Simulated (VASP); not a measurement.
Here is a VASP 6.6.1 calculation.

INCAR

```
SYSTEM = Ti3Al
PREC     = Accurate       ! precision mode
ENCUT    = 520            ! plane-wave cutoff, eV
EDIFF    = 1E-6           ! SCF threshold, eV
ISMEAR   = 0              ! smearing method
SIGMA    = 0.15           ! smearing width, eV
LREAL    = .FALSE.        ! projectors in reciprocal space
LASPH    = .TRUE.         ! aspherical terms in the spheres
NELM     = 150            ! most SCF steps
ALGO     = Normal         ! electronic algorithm
ISIF     = 2              ! what is computed and relaxed
LWAVE    = .FALSE.        ! write WAVECAR
LCHARG   = .FALSE.        ! write CHGCAR
ISPIN    = 2              ! spin polarisation
MAGMOM   = 0.7 0.7 0.7 0  ! initial moments
LORBIT   = 11             ! projections on sites
NUPDOWN  = 2.1            ! fixed moment
LMAXMIX  = 4              ! l up to which the mixer works
GGA      = PS             ! functional
NBANDS   = 32             ! bands
```

KPOINTS

```
Automatic mesh
0
G
  12 12 12
  0 0 0
```

File POSCAR:

```
Ti3Al
1.0
    0.0000000000      3.4375311292      3.4375311292
    3.4375311292      0.0000000000      3.4375311292
    3.4375311292      3.4375311292      0.0000000000
Ti Al
3 1
Direct
    0.7500000000      0.7500000000      0.7500000000
    0.2500000000      0.2500000000      0.2500000000
    0.0000000000      0.0000000000      0.0000000000
    0.5000000000      0.5000000000      0.5000000000
```

Potentials or basis: VASP PAW PBE potentials, release 64 (Ti_sv, Al).

Launch:

```bash
$ cat potpaw_PBE.64/Ti_sv/POTCAR potpaw_PBE.64/Al/POTCAR > POTCAR
$ mpirun -np 1 vasp_std > vasp.out
```

Predict the pressure.

-17.0 GPa.

Caveat: the cell stands under tension; the PAW data sets were made with another functional, which shifts forces and pressure a little; the total moment is fixed, so each spin has its own Fermi level.
